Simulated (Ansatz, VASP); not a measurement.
## One calculation of ScSi2, two programs

File INCAR:

```
PREC = Accurate
ENCUT = 520
EDIFF = 1E-8
ISMEAR = -1
SIGMA = 0.05
LREAL = F
LASPH = T
NELM = 60
ALGO = Normal
ISIF = 2
LWAVE = F
LCHARG = F
GGA = PE
LEFG = T
NBANDS = 16
```

The input KPOINTS:

```
regular mesh
0
Gamma
  10 10 8
```

Contents of POSCAR:

```
ScSi2
1.0
    3.6600000000      0.0000000000      0.0000000000
   -1.8300000000      3.1696529779      0.0000000000
    0.0000000000      0.0000000000      3.8700000000
Sc Si
1 2
Direct
    0.0000000000      0.0000000000      0.0000000000
    0.2333333333      0.6166666667      0.5000000000
    0.7666666667      0.3833333333      0.5000000000
```

Input for Ansatz:

```yaml
crystal:
  lattice:
    - [3.66, 0.0, 0.0]
    - [-1.83, 3.1696529779, 0.0]
    - [0.0, 0.0, 3.87]
  atoms:
    - { symbol: Sc, position: [0.0, 0.0, 0.0] }
    - { symbol: Si, position: [0.2333333333, 0.6166666667, 0.5] }
    - { symbol: Si, position: [0.7666666667, 0.3833333333, 0.5] }
kpoints:
  mp_grid: { grid: [10, 10, 8] }
scf:
  occupations: { method: fermi_dirac, width: 0.05 }
hamiltonian:
  xc: pbe
  pseudopotentials: { kind: paw }
output:
  forces: true
  stress: true
  eigenvalues: true
  efg: { contact_densities: true }
  populations: true
```

Change from the starting cell: shortest bond scaled by 0.7, PAW files.

Alike in both runs: task electric field gradients; functional PBE; k mesh 10 × 10 × 8; occupations fermi-dirac, width 0.05 eV; no spin polarisation.

|  | VASP | Ansatz |
| --- | --- | --- |
| version | VASP 6.6.1 | Ansatz 0.2.0 |
| potentials or method | VASP PAW PBE potentials, release 64 (Sc_sv, Si) | PAW with Ansatz's default frozen-core files, scalar-relativistic |
| plane-wave cutoff (eV) | 520 | 420 |
| valence electrons in the cell | 19 | 19 |

VASP gave:

* pressure (GPa): 82.1
* traceless stress, the component that is largest in VASP (GPa): 100.60
* rms of the force components (eV/Å): 21.468
* size of Vzz on the site where it differs most (V/Å²): 59.6

Q: What did Ansatz give for the same quantities?

A: Pressure (GPa): 81.7; traceless stress, the component that is largest in VASP (GPa): 100.46; rms of the force components (eV/Å): 21.467; size of Vzz on the site where it differs most (V/Å²): 21.7.

Atom by atom the forces differ by 0.001 eV/Å (rms over components). Both programs put the cell under a high pressure, so it lies far from rest at this level. With one functional, cell and mesh, what is left measures potentials, basis and numerics.

Noted on VASP's run: the cell as given lies far from equilibrium.
